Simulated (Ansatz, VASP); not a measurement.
# Two plane-wave programs on CdS

Contents of POSCAR:

```
CdS
1.0
    4.1646012683      0.0553891968      0.0000000000
   -2.0343321825      3.5789558966      0.0000000000
    0.0000000000      0.0000000000      6.7660104976
Cd S
2 2
Direct
    0.3328848465      0.6664822108     -0.0009628984
    0.6671151535      0.3335177892      0.4990371016
    0.3267504004      0.6670234750      0.3759628984
    0.6732495996      0.3329765250      0.8759628984
```

INCAR.step1

```
SYSTEM = CdS
  PREC = Accurate
  ENCUT = 520
  ISMEAR = 0
  SIGMA = 0.01
  LREAL = .False.
  LASPH = .True.
  NELM = 60
  NBANDS = 26
  GGA = PE
  ALGO = Normal
  EDIFF = 1E-4
  LWAVE = .True.
  LCHARG = .False.
```

File INCAR.step2:

```
SYSTEM = CdS
  PREC = Accurate
  ENCUT = 520
  EDIFF = 1E-6
  ISMEAR = 0
  SIGMA = 0.01
  LREAL = .False.
  LASPH = .True.
  NELM = 60
  ALGO = Normal
  ISIF = 2
  LWAVE = .False.
  LCHARG = .True.
  METAGGA = R2SCAN
  LMIXTAU = .True.
  LELF = .True.
  LVHAR = .True.
  NBANDS = 26
  ISTART = 1
```

The input KPOINTS:

```
Automatic mesh
0
Gamma
  12 12 4
  0 0 0
```

Input for Ansatz:

```yaml
crystal:
  lattice:
    - [4.1646012683, 0.0553891968, 0.0]
    - [-2.0343321825, 3.5789558966, 0.0]
    - [0.0, 0.0, 6.7660104976]
  atoms:
    - { symbol: Cd, position: [0.3328848465, 0.6664822108, -0.0009628984] }
    - { symbol: Cd, position: [0.6671151535, 0.3335177892, 0.4990371016] }
    - { symbol: S, position: [0.3267504004, 0.667023475, 0.3759628984] }
    - { symbol: S, position: [0.6732495996, 0.332976525, 0.8759628984] }
kpoints:
  mp_grid: { grid: [12, 12, 4] }
  band_path:
    path:
      - [0.0, 0.0, 0.0]
      - [0.5, 0.0, 0.0]
      - [0.3333333333, 0.3333333333, 0.0]
      - [0.0, 0.0, 0.5]
      - [0.5, 0.0, 0.5]
      - [0.3333333333, 0.3333333333, 0.5]
    npoints: 1
hamiltonian:
  xc: r2scan
scf:
  occupations: { method: fixed }
  n_extra_bands: 5
output:
  forces: true
  stress: true
  eigenvalues: true
```

Change from the starting cell: shear_xy strain +2.7%.

Alike in both runs: task single point; functional r2SCAN; k mesh 12 × 12 × 4; no spin polarisation.

|  | VASP | Ansatz |
| --- | --- | --- |
| version | VASP 6.6.1 | Ansatz 0.2.0 |
| potentials or method | VASP PAW PBE potentials, release 64 (Cd, S) | plane waves, PAW |
| plane-wave cutoff (eV) | 520 | 500 |
| occupations | gaussian, width 0.01 eV | fixed |
| valence electrons in the cell | 36 | 52 |

|  | VASP | Ansatz | Ansatz less VASP |
| --- | --- | --- | --- |
| gap on the k mesh at the Fermi level (eV) | 1.58 | 1.59 | +0.006 |
| pressure (GPa) | 0.3 | 0.0 | -0.36 |
| traceless stress, the component that is largest in VASP (GPa) | -0.43 | -0.43 | 0.000 |

VASP's potentials were made for PBE, not for r2SCAN. VASP's potentials hold 36 valence electrons a cell and Ansatz's 52, so a difference there can come from the potentials and not from the codes.
